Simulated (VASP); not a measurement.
## MgF₂ (strained rutile): one PBE single-point calculation in two programs

```
Mg F
1.0
     4.62202    0.00000    0.00000
     0.00000    4.62202    0.00000
     0.00000    0.00000    3.13750
Mg F
2 4
Cartesian
  0.0000 0.0000 0.0000
  2.3110 2.3110 1.5687
  1.4053 1.4053 0.0000
  0.9057 3.7163 1.5687
  3.7163 0.9057 1.5687
  3.2167 3.2167 0.0000
```

Each program uses its own PAW datasets. VASP's cell holds 32 valence electrons and Ansatz's 48. Ansatz's stress includes a Pulay correction; VASP's doesn't.

Cutoffs: 520 eV in VASP, 420 eV in Ansatz. k meshes: 6×6×8 and 6×6×8.

```tsv
	VASP	Ansatz
gap between bands v and c	6.88 eV	6.92 eV
least direct gap	6.88 eV	6.92 eV
pressure	0.7 GPa	1.6 GPa
largest force	0.02 eV/Å	0.02 eV/Å
```

Band v is the last that the valence electrons fill when counted band by band, and c is the next. Levels in eV from the top of v, Ansatz:

```tsv
point	v−1	v	c	c+1
Γ	-0.28	0.00	6.92	12.05
X	-0.35	-0.35	9.32	9.32
M	-0.69	-0.69	10.98	10.98
Z	-0.80	-0.80	11.51	11.51
R	-0.62	-0.62	12.54	12.54
A	-0.44	-0.44	13.13	13.13
```

VASP:

```json
{"point": "Γ", "v−1": "-0.29", "v": "0.00", "c": "6.88", "c+1": "12.01"}
{"point": "X", "v−1": "-0.35", "v": "-0.35", "c": "9.28", "c+1": "9.28"}
{"point": "M", "v−1": "-0.69", "v": "-0.69", "c": "10.94", "c+1": "10.94"}
{"point": "Z", "v−1": "-0.81", "v": "-0.81", "c": "11.48", "c+1": "11.48"}
{"point": "R", "v−1": "-0.62", "v": "-0.62", "c": "12.51", "c+1": "12.51"}
{"point": "A", "v−1": "-0.44", "v": "-0.44", "c": "13.07", "c+1": "13.07"}
```

Forces (eV/Å), VASP:

```csv
atom,Fx,Fy,Fz
Mg,0.000,0.000,0.000
Mg,0.000,0.000,0.000
F,-0.013,-0.013,0.000
F,0.013,-0.013,0.000
F,-0.013,0.013,0.000
F,0.013,0.013,0.000
```

Ansatz:

```json
{"atom": "Mg", "Fx": "0.000", "Fy": "0.000", "Fz": "0.000"}
{"atom": "Mg", "Fx": "0.000", "Fy": "0.000", "Fz": "0.000"}
{"atom": "F", "Fx": "-0.014", "Fy": "-0.014", "Fz": "0.000"}
{"atom": "F", "Fx": "0.014", "Fy": "-0.014", "Fz": "0.000"}
{"atom": "F", "Fx": "-0.014", "Fy": "0.014", "Fz": "0.000"}
{"atom": "F", "Fx": "0.014", "Fy": "0.014", "Fz": "0.000"}
```

VASP's potentials hold 32 valence electrons a cell and Ansatz's 48, so a difference between the two programs can come from the potentials and not from the codes.
